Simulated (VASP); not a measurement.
# NaH (Pm-3m) in VASP: settings compared, part 2 of 2

VASP 6.6.1.

## 4. Single point, r2SCANh

The input, POSCAR:

```
NaH
1.0
    2.9551240000      0.0000000000      0.0000000000
    0.0000000000      2.9551240000      0.0000000000
    0.0000000000      0.0000000000      2.9551240000
Na H
1 1
Direct
    0.0000000000      0.0000000000      0.0000000000
    0.5000000000      0.5000000000      0.5000000000
```

The input, INCAR.step1:

```
SYSTEM = NaH
ALGO     = Normal         ! electronic algorithm
EDIFF    = 1E-5           ! SCF threshold, eV
ENCUT    = 440            ! plane-wave cutoff, eV
GGA      = PE             ! functional
GGA_COMPAT= .FALSE.      
ISIF     = 2              ! what is computed and relaxed
ISMEAR   = 0              ! smearing method
LASPH    = .TRUE.         ! aspherical terms in the spheres
LCHARG   = .FALSE.        ! write CHGCAR
LREAL    = .FALSE.        ! projectors in reciprocal space
LWAVE    = .TRUE.         ! write WAVECAR
NBANDS   = 11             ! bands
NELM     = 120            ! most SCF steps
PREC     = Accurate       ! precision mode
SIGMA    = 0.01           ! smearing width, eV
```

The input, INCAR.step2:

```
SYSTEM = NaH
AEXX     = 0.1            ! exact-exchange fraction
ALGO     = Normal         ! electronic algorithm
EDIFF    = 1E-6           ! SCF threshold, eV
ENCUT    = 440            ! plane-wave cutoff, eV
GGA_COMPAT= .FALSE.      
ISIF     = 2              ! what is computed and relaxed
ISMEAR   = 0              ! smearing method
ISTART   = 1            
LASPH    = .TRUE.         ! aspherical terms in the spheres
LCHARG   = .FALSE.        ! write CHGCAR
LHFCALC  = .TRUE.         ! exact exchange
LMIXTAU  = .TRUE.       
LREAL    = .FALSE.        ! projectors in reciprocal space
LWAVE    = .FALSE.        ! write WAVECAR
METAGGA  = R2SCAN         ! meta-GGA
NBANDS   = 11             ! bands
NELM     = 120            ! most SCF steps
PREC     = Accurate       ! precision mode
PRECFOCK = Normal       
SIGMA    = 0.01           ! smearing width, eV
```

The input, KPOINTS:

```
k-points
0
G
  2 2 2
  0 0 0
```

Potentials or basis: VASP PAW PBE potentials, release 64 (Na_pv, H).

Started as:

```
$ cat potpaw_PBE.64/Na_pv/POTCAR potpaw_PBE.64/H/POTCAR > POTCAR
$ cp INCAR.step1 INCAR
$ mpirun -np 1 vasp_std > vasp.out
$ cp INCAR.step2 INCAR
$ mpirun -np 1 vasp_std > vasp.out
```

OUTCAR:

```text
SYSTEM = NaH
   AEXX = 0.1
   EDIFF = 1E-6
   ENCUT = 440
   ISIF = 2
   ISMEAR = 0
   ISTART = 1
   LASPH = .TRUE.
   LHFCALC = .TRUE.
   LREAL = .FALSE.
   METAGGA = R2SCAN
   NELM = 120
   PREC = Accurate
   PRECFOCK = Normal

 ion  position               nearest neighbor table
   1  0.000  0.000  0.000-
   2  0.500  0.500  0.500-

  LATTYP: Found a simple cubic cell.
 ALAT       =     2.9551240000

  Lattice vectors:

 A1 = (   2.9551240000,   0.0000000000,   0.0000000000)
 A2 = (   0.0000000000,   2.9551240000,   0.0000000000)
 A3 = (   0.0000000000,   0.0000000000,   2.9551240000)

Analysis of symmetry for initial positions (statically):
=====================================================================
 Subroutine PRICEL returns:
 Original cell was already a primitive cell.

 Routine SETGRP: Setting up the symmetry group for a
 simple cubic supercell.

 Subroutine GETGRP returns: Found 48 space group operations
 (whereof 48 operations were pure point group operations)
 out of a pool of 48 trial point group operations.

The static configuration has the point symmetry O_h .

Analysis of symmetry for dynamics (positions and initial velocities):
=====================================================================
 Subroutine PRICEL returns:
 Original cell was already a primitive cell.

 Routine SETGRP: Setting up the symmetry group for a
 simple cubic supercell.

 Subroutine GETGRP returns: Found 48 space group operations
 (whereof 48 operations were pure point group operations)
 out of a pool of 48 trial point group operations.

The dynamic configuration has the point symmetry O_h .

 Subroutine INISYM returns: Found 48 space group operations
 (whereof 48 operations are pure point group operations),
 and found     1 'primitive' translations

----------------------------------------------------------------------------------------

                                     Primitive cell

  volume of cell :      25.8064

  direct lattice vectors                    reciprocal lattice vectors
     2.955124000  0.000000000  0.000000000     0.338395275  0.000000000  0.000000000
     0.000000000  2.955124000  0.000000000     0.000000000  0.338395275  0.000000000
     0.000000000  0.000000000  2.955124000     0.000000000  0.000000000  0.338395275

  length of vectors
     2.955124000  2.955124000  2.955124000     0.338395275  0.338395275  0.338395275

  position of ions in fractional coordinates (direct lattice)
     0.000000000  0.000000000  0.000000000
     0.500000000  0.500000000  0.500000000

  ion indices of the primitive-cell ions
   primitive index   ion index
                 1           1
                 2           2

----------------------------------------------------------------------------------------

 KPOINTS: k-points

Automatic generation of k-mesh.
 Grid dimensions read from file:
 generate k-points for:    2    2    2

 Generating k-lattice:

  Cartesian coordinates                     Fractional coordinates (reciprocal lattice)
     0.169197638  0.000000000  0.000000000     0.500000000  0.000000000  0.000000000
[... 22 lines left out ...]
   total plane-waves  NPLWV =   8000
   dimension x,y,z NGX =    20 NGY =   20 NGZ =   20
   dimension x,y,z NGXF=    40 NGYF=   40 NGZF=   40
   ions per type =               1   1
   NGX,Y,Z   is equivalent  to a cutoff of  11.25, 11.25, 11.25 a.u.
   NGXF,Y,Z  is equivalent  to a cutoff of  22.50, 22.50, 22.50 a.u.
 SYSTEM =  NaH
   PREC   = accura    normal or accurate (medium, high low for compatibility)
   ISTART =      1    job   : 0-new  1-cont  2-samecut
   ICHARG =      0    charge: 1-file 2-atom 10-const
   ISPIN  =      1    spin polarized calculation?
   LNONCOLLINEAR =      F non collinear calculations
   LSORBIT =      F    spin-orbit coupling
   LASPH  =      T    aspherical Exc in radial PAW
   ENCUT  =  440.0 eV  32.34 Ry    5.69 a.u.   5.05  5.05  5.05*2*pi/ulx,y,z
   NELM   =    120;   NELMIN=  2; NELMDL=  0     # of ELM steps
   EDIFF  = 0.1E-05   stopping-criterion for ELM
   LREAL  =      F    real-space projection
   EDIFFG = 0.1E-04   stopping-criterion for IOM
   NSW    =      0    number of steps for IOM
   IBRION =     -1    ionic relax: 0-MD 1-quasi-New 2-CG
   NFREE  =      0    steps in history (QN), initial steepest desc. (CG)
   ISIF   =      2    stress and relaxation
   ISYM   =      3    0-nonsym 1-usesym 2-fastsym
   POTIM  = 0.5000    time-step for ionic-motion
   TEBEG  =    0.0;   TEEND  =   0.0 temperature during run
   PSTRESS=    0.0 pullay stress
   NELECT =       8.0000    total number of electrons
   NUPDOWN=      -1.0000    fix difference up-down
   EMIN   =  10.00;   EMAX   =-10.00  energy-range for DOS
   EFERMI =   0.00;   METHOD = LEGACY
   ISMEAR =     0;   SIGMA  =   0.01  broadening in eV -4-tet -1-fermi 0-gaus
   EFERMI_NEDOS =   21; number of points for ismear=-14 and -15
   IALGO  =     38    algorithm
   IMIX   =      1    mixing-type and parameters
     AMIX     =   0.40;   BMIX     =  1.00
     AMIX_MAG =   1.60;   BMIX_MAG =  1.00
  volume/ion in A,a.u.               =      12.90        87.08
  Fermi-wavevector in a.u.,A,eV,Ry     =   1.107973  2.093765 16.702564  1.227604
  Thomas-Fermi vector in A             =   2.244494
   LORBIT       =      0    0 simple, 1 ext, 2 COOP (PROOUT), +10 PAW based schemes
   METAGGA = R2SCAN    functional components
   LHFCALC =     T    Hartree Fock is set to
   PRECFOCK=normal    Normal, Fast or Accurate (Low or Medium for compatibility)
   ENCUT4O =  -1.0   cutoff for four orbital integrals eV
   NKREDX  =     1    reduce k-point grid by
   NKREDY  =     1    reduce k-point grid by
   NKREDZ  =     1    reduce k-point grid by
   AEXX    =    0.1000 exact exchange contribution
   HFSCREEN=    0.0000 screening length (either q_TF or 0.3 A-1)
   HFSCREENC=   0.0000 screening length for correlation (either q_TF or 0.3 A-1)
   ENCUTFOCK=  -1.0 apply spherical cutoff to Coloumb kernel
   IVDW    =     0    specifies the selected vdW correction
   LEPSILON=     F    determine dielectric tensor
   LRPA    =     F    only Hartree local field effects (RPA)
 non-spin polarized calculation
 Gauss-broadening in eV      SIGMA  =   0.01
  energy-cutoff  :      440.00
  volume of cell :       25.81
 maximum number of plane-waves:       554
  NGX = 16; NGY = 16; NGZ = 16

 number of electron       7.9999979 magnetization

 Free energy of the ion-electron system (eV)
  ---------------------------------------------------
  ext. energy  EPLUGINS =         0.00000000
  ---------------------------------------------------
  free energy    TOTEN  =        -6.87151217 eV

  energy without entropy =       -6.87151217  energy(sigma->0) =       -6.87151217

 E-fermi :   1.0720     XC(G=0):  -7.7012

 val. band max:        1.0215832644   @ k =   0.5000   0.5000   0.5000
 cond. band min:       3.0514468703   @ k =   0.5000   0.0000   0.0000
 fundamental gap:      2.0298636060
 Fermi energy:         1.0719650975

 k-point     1 :       0.0000    0.0000    0.0000
  band No.  band energies     occupation
      1     -25.9357      2.00000
      2     -25.9357      2.00000
      3     -25.9357      2.00000
      4      -5.1534      2.00000
      5      11.4038      0.00000
      6      13.0233      0.00000
      7      13.0233      0.00000
      8      14.8079      0.00000
      9      14.8079      0.00000
     10      14.8079      0.00000
     11      28.0422      0.00000
[... 29 lines left out ...]
 k-point     4 :       0.5000    0.5000    0.5000
  band No.  band energies     occupation
      1     -26.0468      2.00000
      2     -26.0468      2.00000
      3     -26.0468      2.00000
      4       1.0216      2.00000
      5       8.8669      0.00000
      6       8.8669      0.00000
      7       8.8669      0.00000
      8      11.4581      0.00000
      9      11.4581      0.00000
     10      11.4581      0.00000
     11      19.0040      0.00000

------------------------ aborting loop because EDIFF is reached ----------------------------------------

  FORCE on cell =-STRESS in cart. coord.  units (eV):
  Direction    XX          YY          ZZ          XY          YZ          ZX
  --------------------------------------------------------------------------------------
  -------------------------------------------------------------------------------------
  Total        0.2903492      0.2903492      0.2903492      0.0000000     -0.0000000      0.0000000
  in kB       18.0261964     18.0261964     18.0261964      0.0000000     -0.0000000      0.0000000
  external PRESSURE =      18.0261964 kB  Pullay stress =       0.0000000 kB

 VOLUME and BASIS-vectors are now :
 -----------------------------------------------------------------------------
  energy-cutoff  :      440.00
  volume of cell :       25.81
      direct lattice vectors                 reciprocal lattice vectors
     2.955124000  0.000000000  0.000000000     0.338395275  0.000000000  0.000000000
     0.000000000  2.955124000  0.000000000     0.000000000  0.338395275  0.000000000
     0.000000000  0.000000000  2.955124000     0.000000000  0.000000000  0.338395275

 POSITION                                       TOTAL-FORCE (eV/Angst)
 -----------------------------------------------------------------------------------
      0.00000      0.00000      0.00000         0.000000      0.000000      0.000000
      1.47756      1.47756      1.47756         0.000000      0.000000      0.000000
 -----------------------------------------------------------------------------------
    total drift:                                0.000000      0.000000      0.000000

  FREE ENERGIE OF THE ION-ELECTRON SYSTEM (eV)
  ---------------------------------------------------
  free  energy   TOTEN  =        -6.8715121667 eV

  energy  without entropy=       -6.8715121667  energy(sigma->0) =       -6.87151217
```

It took 16 s on 1 thread of Intel Xeon Platinum 8488C (Sapphire Rapids), shared host; peak memory 0.12 GiB.

Results:

- Free energy: -6.8715 eV
- Pressure: 1.8 GPa
- Band gap on the k mesh: 2.03 eV, indirect (least direct gap 5.66 eV)

Caveat: the k points lie up to 1.06 Å⁻¹ apart; the PAW data sets were made with another functional, which shifts forces and pressure a little.

## 5. The runs side by side

| level | cutoff (eV) | grid for exact exchange (PRECFOCK) | gap on the mesh (eV) | pressure (GPa) |
| --- | --- | --- | --- | --- |
| PBEsol | 500 | - | 0.38 | 3.1 |
| r2SCAN | 550 | - | 1.28 | 2.3 |
| r2SCANh | 440 | Normal | 2.03 | 1.8 |

Alike in all rows: task single point; potentials or basis VASP PAW PBE potentials, release 64 (Na_pv, H); no spin polarisation; cell as given; k mesh 2 × 2 × 2; smearing gaussian 0.01 eV.

Caveats: all runs use coarse meshes; the PAW data sets were made with another functional, which shifts forces and pressure a little.

Total energies depend on the potentials used, so only differences within one code and one set of settings carry meaning.
